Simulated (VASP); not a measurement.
Here is a VASP 6.6.1 calculation.

File INCAR:

```
  PREC = Accurate
  ENCUT = 600
  EDIFF = 1E-7
  ISMEAR = -1
  SIGMA = 0.1
  LREAL = False
  LASPH = True
  NELM = 60
  ALGO = Normal
  ISIF = 3
  LWAVE = False
  LCHARG = False
  GGA = PS
  IBRION = 2
  NSW = 80
  EDIFFG = -0.03
  PSTRESS = 100.0
```

Contents of KPOINTS:

```
Automatic mesh
0
Gamma
  9 9 9
```

File POSCAR:

```
LuSb
1.0
    0.0000000000      3.0393310000      3.0393310000
    3.0393310000      0.0000000000      3.0393310000
    3.0393310000      3.0393310000      0.0000000000
Lu Sb
1 1
Direct
    0.0000000000      0.0000000000      0.0000000000
    0.5000000000      0.5000000000      0.5000000000
```

Potentials or basis: VASP PAW PBE potentials, release 64 (Lu, Sb).

The run is started by

```console
$ cat potpaw_PBE.64/Lu/POTCAR potpaw_PBE.64/Sb/POTCAR > POTCAR
$ mpirun -np 1 vasp_std > vasp.out
```

**Question.** Estimate the relaxed volume.

**Answer.** 24.08 Å³/atom.

**Question.** What does it give for the relaxed cell?

**Answer.** a = 4.084 Å, b = 4.084 Å, c = 4.084 Å, α = 60.00°, β = 60.00°, γ = 60.00°.

Final structure:
```
Lu Sb
1.0
     0.00000    2.88756    2.88756
     2.88756    0.00000    2.88756
     2.88756    2.88756    0.00000
Lu Sb
1 1
Direct
  0.00000 0.00000 0.00000
  0.50000 0.50000 0.50000
```

Caveat: the cell is relaxed towards a set pressure, so the run minimises the enthalpy, not the energy; the PAW data sets were made with another functional, which shifts forces and pressure a little.
